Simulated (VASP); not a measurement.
# Te (P3_121) in VASP: single point with PBE-based screened hybrid

Aim: the single point of Te with PBE-based screened hybrid.

Everything below comes from runs of VASP 6.6.1. Logs are shortened: lines on timing, memory, paths and dates and some standing lists are left out, and cuts for length are marked.

## 1. The cell of the first run

Symmetry: P3_121, No. 152, trigonal system. The conventional cell has a = 4.471 Å, b = 4.471 Å, c = 5.949 Å, α = 90.00°, β = 90.00°, γ = 120.00°. Te (site symmetry 2) has 6 Te at 2.85 to 3.50 Å within 3.8 Å.

## 2. Single point, PBE-based screened hybrid

File POSCAR:

```
Te
1.0
    4.4712577270      0.0000000000      0.0000000000
   -2.2356288635      3.8722227785      0.0000000000
    0.0000000000      0.0000000000      5.9487470213
Te
3
Direct
    0.2641920653      0.0000000000      0.3333333333
    0.0000000000      0.2641920653      0.6666666667
    0.7358079347      0.7358079347      0.0000000000
```

File INCAR.step1:

```
PREC     = Accurate       # precision mode
ENCUT    = 520            # plane-wave cutoff, eV
EDIFF    = 1E-5           # SCF threshold, eV
ISMEAR   = 0              # smearing method
SIGMA    = 0.01           # smearing width, eV
LREAL    = False          # projectors in reciprocal space
LASPH    = True           # aspherical terms in the spheres
NELM     = 60             # most SCF steps
ALGO     = Normal         # electronic algorithm
ISIF     = 2              # what is computed and relaxed
LWAVE    = True           # write WAVECAR
LCHARG   = False          # write CHGCAR
GGA      = PE             # functional
NBANDS   = 16             # bands
```

File INCAR.step2:

```
PREC     = Accurate       # precision mode
ENCUT    = 520            # plane-wave cutoff, eV
EDIFF    = 1E-6           # SCF threshold, eV
ISMEAR   = 0              # smearing method
SIGMA    = 0.01           # smearing width, eV
LREAL    = False          # projectors in reciprocal space
LASPH    = True           # aspherical terms in the spheres
NELM     = 60             # most SCF steps
ALGO     = Normal         # electronic algorithm
ISIF     = 2              # what is computed and relaxed
LWAVE    = False          # write WAVECAR
LCHARG   = False          # write CHGCAR
GGA      = PE             # functional
LHFCALC  = True           # exact exchange
AEXX     = 0.2            # exact-exchange fraction
HFSCREEN = 0.2078         # screening, 1/A
PRECFOCK = Normal       
ISTART   = 1            
NBANDS   = 16             # bands
```

File KPOINTS:

```
regular mesh
0
Gamma
  6 6 2
```

Potentials or basis: VASP PAW PBE potentials, release 64 (Te).

Launch:

```sh
> cat potpaw_PBE.64/Te/POTCAR > POTCAR
> cp INCAR.step1 INCAR
> mpirun -np 1 vasp_std > vasp.out
> cp INCAR.step2 INCAR
> mpirun -np 1 vasp_std > vasp.out
```

OUTCAR:

```text
PREC = Accurate
   ENCUT = 520
   EDIFF = 1E-6
   ISMEAR = 0
   LREAL = False
   LASPH = True
   NELM = 60
   ISIF = 2
   GGA = PE
   LHFCALC = True
   AEXX = 0.2
   HFSCREEN = 0.2078
   PRECFOCK = Normal
   ISTART = 1

 ion  position               nearest neighbor table
   1  0.264  0.000  0.333-   3 2.85   2 2.85   3 3.50   3 3.50   2 3.50   2 3.50
   2  0.000  0.264  0.667-   3 2.85   1 2.85   3 3.50   3 3.50   1 3.50   1 3.50
   3  0.736  0.736  0.000-   1 2.85   2 2.85   1 3.50   2 3.50   2 3.50   1 3.50

  LATTYP: Found a hexagonal cell.
 ALAT       =     4.4712577270
 C/A-ratio  =     1.3304415412

  Lattice vectors:

 A1 = (   4.4712577270,   0.0000000000,   0.0000000000)
 A2 = (  -2.2356288635,   3.8722227785,   0.0000000000)
 A3 = (   0.0000000000,   0.0000000000,   5.9487470213)

Analysis of symmetry for initial positions (statically):
=====================================================================
 Subroutine PRICEL returns:
 Original cell was already a primitive cell.

 Routine SETGRP: Setting up the symmetry group for a
 hexagonal supercell.

 Subroutine GETGRP returns: Found  6 space group operations
 (whereof  2 operations were pure point group operations)
 out of a pool of 24 trial point group operations.

The static configuration has the point symmetry C_2 .
 The point group associated with its full space group is D_3 .

Analysis of symmetry for dynamics (positions and initial velocities):
=====================================================================
 Subroutine PRICEL returns:
 Original cell was already a primitive cell.

 Routine SETGRP: Setting up the symmetry group for a
 hexagonal supercell.

 Subroutine GETGRP returns: Found  6 space group operations
 (whereof  2 operations were pure point group operations)
 out of a pool of 24 trial point group operations.

The dynamic configuration has the point symmetry C_2 .
 The point group associated with its full space group is D_3 .

 Subroutine INISYM returns: Found  6 space group operations
 (whereof  2 operations are pure point group operations),
 and found     1 'primitive' translations

----------------------------------------------------------------------------------------

                                     Primitive cell

  volume of cell :     102.9949

  direct lattice vectors                    reciprocal lattice vectors
     4.471257727  0.000000000  0.000000000     0.223650718  0.129124802  0.000000000
    -2.235628864  3.872222778  0.000000000     0.000000000  0.258249604  0.000000000
     0.000000000  0.000000000  5.948747021     0.000000000  0.000000000  0.168102627

  length of vectors
     4.471257727  4.471257727  5.948747021     0.258249604  0.258249604  0.168102627

  position of ions in fractional coordinates (direct lattice)
     0.264192065  0.000000000  0.333333333
     0.000000000  0.264192065  0.666666667
     0.735807935  0.735807935  0.000000000

  ion indices of the primitive-cell ions
   primitive index   ion index
                 1           1
                 2           2
                 3           3

----------------------------------------------------------------------------------------

 KPOINTS: regular mesh

Automatic generation of k-mesh.
 Grid dimensions read from file:
 generate k-points for:    6    6    2

 Generating k-lattice:

  Cartesian coordinates                     Fractional coordinates (reciprocal lattice)
     0.037275120  0.021520800  0.000000000     0.166666667  0.000000000  0.000000000
     0.000000000  0.043041601  0.000000000     0.000000000  0.166666667  0.000000000
     0.000000000  0.000000000  0.084051313     0.000000000  0.000000000  0.500000000

  Length of vectors
     0.043041601  0.043041601  0.084051313

  Shift w.r.t. Gamma in fractional coordinates (k-lattice)
     0.000000000  0.000000000  0.000000000

 Subroutine IBZKPT returns following result:
 ===========================================

 Found     14 irreducible k-points:

 Following reciprocal coordinates:
            Coordinates               Weight
  0.000000  0.000000  0.000000      1.000000
  0.166667  0.000000  0.000000      6.000000
  0.333333  0.000000  0.000000      6.000000
  0.500000  0.000000  0.000000      3.000000
  0.166667  0.166667  0.000000      6.000000
  0.333333  0.166667  0.000000     12.000000
  0.333333  0.333333  0.000000      2.000000
  0.000000  0.000000  0.500000      1.000000
  0.166667  0.000000  0.500000      6.000000
  0.333333  0.000000  0.500000      6.000000
  0.500000  0.000000  0.500000      3.000000
  0.166667  0.166667  0.500000      6.000000
  0.333333  0.166667  0.500000     12.000000
  0.333333  0.333333  0.500000      2.000000
   k-points           NKPTS =     14   k-points in BZ     NKDIM =     72   number of bands    NBANDS=     16
   number of dos      NEDOS =    301   number of ions     NIONS =      3
   total plane-waves  NPLWV =  62208
   dimension x,y,z NGX =    36 NGY =   36 NGZ =   48
   dimension x,y,z NGXF=    72 NGYF=   72 NGZF=   96
   ions per type =               3
   NGX,Y,Z   is equivalent  to a cutoff of  13.39, 13.39, 13.41 a.u.
   NGXF,Y,Z  is equivalent  to a cutoff of  26.77, 26.77, 26.83 a.u.
 SYSTEM =  unknown system
   PREC   = accura    normal or accurate (medium, high low for compatibility)
   ISTART =      1    job   : 0-new  1-cont  2-samecut
   ICHARG =      0    charge: 1-file 2-atom 10-const
   ISPIN  =      1    spin polarized calculation?
   LNONCOLLINEAR =      F non collinear calculations
   LSORBIT =      F    spin-orbit coupling
   LASPH  =      T    aspherical Exc in radial PAW
   ENCUT  =  520.0 eV  38.22 Ry    6.18 a.u.   8.31  8.31 11.06*2*pi/ulx,y,z
   NELM   =     60;   NELMIN=  2; NELMDL=  0     # of ELM steps
   EDIFF  = 0.1E-05   stopping-criterion for ELM
   LREAL  =      F    real-space projection
   EDIFFG = 0.1E-04   stopping-criterion for IOM
   NSW    =      0    number of steps for IOM
   IBRION =     -1    ionic relax: 0-MD 1-quasi-New 2-CG
   NFREE  =      0    steps in history (QN), initial steepest desc. (CG)
   ISIF   =      2    stress and relaxation
   ISYM   =      3    0-nonsym 1-usesym 2-fastsym
   POTIM  = 0.5000    time-step for ionic-motion
   TEBEG  =    0.0;   TEEND  =   0.0 temperature during run
   PSTRESS=    0.0 pullay stress
   NELECT =      18.0000    total number of electrons
   NUPDOWN=      -1.0000    fix difference up-down
   EMIN   =  10.00;   EMAX   =-10.00  energy-range for DOS
   EFERMI =   0.00;   METHOD = LEGACY
   ISMEAR =     0;   SIGMA  =   0.01  broadening in eV -4-tet -1-fermi 0-gaus
   EFERMI_NEDOS =   21; number of points for ismear=-14 and -15
   IALGO  =     38    algorithm
   IMIX   =      1    mixing-type and parameters
     AMIX     =   0.40;   BMIX     =  1.00
     AMIX_MAG =   1.60;   BMIX_MAG =  1.00
  volume/ion in A,a.u.               =      34.33       231.68
  Fermi-wavevector in a.u.,A,eV,Ry     =   0.915294  1.729654 11.398452  0.837763
  Thomas-Fermi vector in A             =   2.040019
   LORBIT       =      0    0 simple, 1 ext, 2 COOP (PROOUT), +10 PAW based schemes
   GGA     = PE    functional components
   LHFCALC =     T    Hartree Fock is set to
   PRECFOCK=normal    Normal, Fast or Accurate (Low or Medium for compatibility)
   ENCUT4O =  -1.0   cutoff for four orbital integrals eV
   NKREDX  =     1    reduce k-point grid by
   NKREDY  =     1    reduce k-point grid by
   NKREDZ  =     1    reduce k-point grid by
   AEXX    =    0.2000 exact exchange contribution
   HFSCREEN=    0.2078 screening length (either q_TF or 0.3 A-1)
   HFSCREENC=   0.2078 screening length for correlation (either q_TF or 0.3 A-1)
   ENCUTFOCK=  -1.0 apply spherical cutoff to Coloumb kernel
   IVDW    =     0    specifies the selected vdW correction
   LEPSILON=     F    determine dielectric tensor
   LRPA    =     F    only Hartree local field effects (RPA)
 non-spin polarized calculation
 Gauss-broadening in eV      SIGMA  =   0.01
  energy-cutoff  :      520.00
  volume of cell :      102.99
 maximum number of plane-waves:      2854
 NGX is ok and might be reduce to    36
  NGX = 28; NGY = 28; NGZ = 36

 number of electron      17.9999997 magnetization

 Free energy of the ion-electron system (eV)
  ---------------------------------------------------
  ext. energy  EPLUGINS =         0.00000000
  ---------------------------------------------------
  free energy    TOTEN  =       -11.32756871 eV

  energy without entropy =      -11.32756871  energy(sigma->0) =      -11.32756871

 E-fermi :   5.5328     XC(G=0):  -7.8361

 val. band max:        5.4890629514   @ k =   0.3333   0.3333   0.5000
 cond. band min:       5.9774323310   @ k =   0.3333   0.3333   0.5000
 fundamental gap:      0.4883693797
 Fermi energy:         5.5327520863

 k-point     1 :       0.0000    0.0000    0.0000
  band No.  band energies     occupation
      1      -9.1172      2.00000
      2      -5.5470      2.00000
      3      -5.5470      2.00000
      4       2.2417      2.00000
      5       2.5796      2.00000
      6       2.5796      2.00000
[... 8 lines left out ...]
     15      11.8595      0.00000
     16      12.4204      0.00000

 k-point     2 :       0.1667    0.0000    0.0000
  band No.  band energies     occupation
      1      -8.9232      2.00000
      2      -5.6137      2.00000
      3      -5.4884      2.00000
      4       1.1083      2.00000
      5       1.8210      2.00000
      6       2.1943      2.00000
[... 8 lines left out ...]
     15      12.2262      0.00000
     16      12.6325      0.00000

 k-point     3 :       0.3333    0.0000    0.0000
  band No.  band energies     occupation
      1      -8.4190      2.00000
      2      -5.9473      2.00000
      3      -5.3562      2.00000
      4       0.3146      2.00000
      5       1.0382      2.00000
      6       1.6744      2.00000
[... 8 lines left out ...]
     15      13.2035      0.00000
     16      13.9839      0.00000

 k-point     4 :       0.5000    0.0000    0.0000
  band No.  band energies     occupation
      1      -8.0380      2.00000
      2      -6.2933      2.00000
      3      -5.2825      2.00000
      4       0.2838      2.00000
      5       0.8083      2.00000
      6       1.7059      2.00000
[... 8 lines left out ...]
     15      14.8520      0.00000
     16      15.1176      0.00000
[... 134 lines left out ...]
 k-point    12 :       0.1667    0.1667    0.5000
  band No.  band energies     occupation
      1      -7.7583      2.00000
      2      -7.6547      2.00000
      3      -4.2841      2.00000
      4       0.5680      2.00000
      5       1.4026      2.00000
      6       1.5494      2.00000
[... 8 lines left out ...]
     15      12.6460      0.00000
     16      12.9001      0.00000

 k-point    13 :       0.3333    0.1667    0.5000
  band No.  band energies     occupation
      1      -7.4472      2.00000
      2      -7.2158      2.00000
      3      -5.0039      2.00000
      4      -0.2607      2.00000
      5       0.7663      2.00000
      6       0.9445      2.00000
[... 8 lines left out ...]
     15      12.9048      0.00000
     16      13.6480      0.00000

 k-point    14 :       0.3333    0.3333    0.5000
  band No.  band energies     occupation
      1      -7.1905      2.00000
      2      -7.1905      2.00000
      3      -5.2037      2.00000
      4      -0.0441      2.00000
      5       0.1566      2.00000
      6       0.1566      2.00000
[... 8 lines left out ...]
     15      12.6204      0.00000
     16      13.1512      0.00000

------------------------ aborting loop because EDIFF is reached ----------------------------------------

  FORCE on cell =-STRESS in cart. coord.  units (eV):
  Direction    XX          YY          ZZ          XY          YZ          ZX
  --------------------------------------------------------------------------------------
  -------------------------------------------------------------------------------------
  Total       -0.1024770     -0.1024770     -0.4652491      0.0000000      0.0000000      0.0000000
  in kB       -1.5941215     -1.5941215     -7.2373671      0.0000000      0.0000000      0.0000000
  external PRESSURE =      -3.4752034 kB  Pullay stress =       0.0000000 kB

 VOLUME and BASIS-vectors are now :
 -----------------------------------------------------------------------------
  energy-cutoff  :      520.00
  volume of cell :      102.99
      direct lattice vectors                 reciprocal lattice vectors
     4.471257727  0.000000000  0.000000000     0.223650718  0.129124802  0.000000000
    -2.235628864  3.872222778  0.000000000     0.000000000  0.258249604  0.000000000
     0.000000000  0.000000000  5.948747021     0.000000000  0.000000000  0.168102627

 POSITION                                       TOTAL-FORCE (eV/Angst)
 -----------------------------------------------------------------------------------
      1.18127      0.00000      1.98292        -0.153373     -0.000000     -0.000000
     -0.59064      1.02301      3.96583         0.076686     -0.132825     -0.000000
      1.64499      2.84921      0.00000         0.076686      0.132825      0.000000
 -----------------------------------------------------------------------------------
    total drift:                                0.000001     -0.000000     -0.000000

  FREE ENERGIE OF THE ION-ELECTRON SYSTEM (eV)
  ---------------------------------------------------
  free  energy   TOTEN  =       -11.3275687103 eV

  energy  without entropy=      -11.3275687103  energy(sigma->0) =      -11.32756871
```

Run time: 22 min. Hardware: 1 thread of AMD EPYC 7R13 (Zen 3), shared host; peak memory 0.33 GiB.

Results:

| Quantity | Value |
| --- | --- |
| Free energy | -11.3276 eV |
| Pressure | -0.3 GPa |
| Largest force | 0.153 eV/Å |
| Band gap on the k mesh | 0.49 eV, direct |

Forces in eV/Å, atoms in the order of the input:
```
Te  -0.153  0.000  0.000
Te   0.077 -0.133  0.000
Te   0.077  0.133  0.000
```

Caveat: the k points lie up to 0.53 Å⁻¹ apart; the PAW data sets were made with another functional, which shifts forces and pressure a little; spin-orbit coupling is left out, which moves the levels of the heavy elements. A k mesh can miss the band edges.
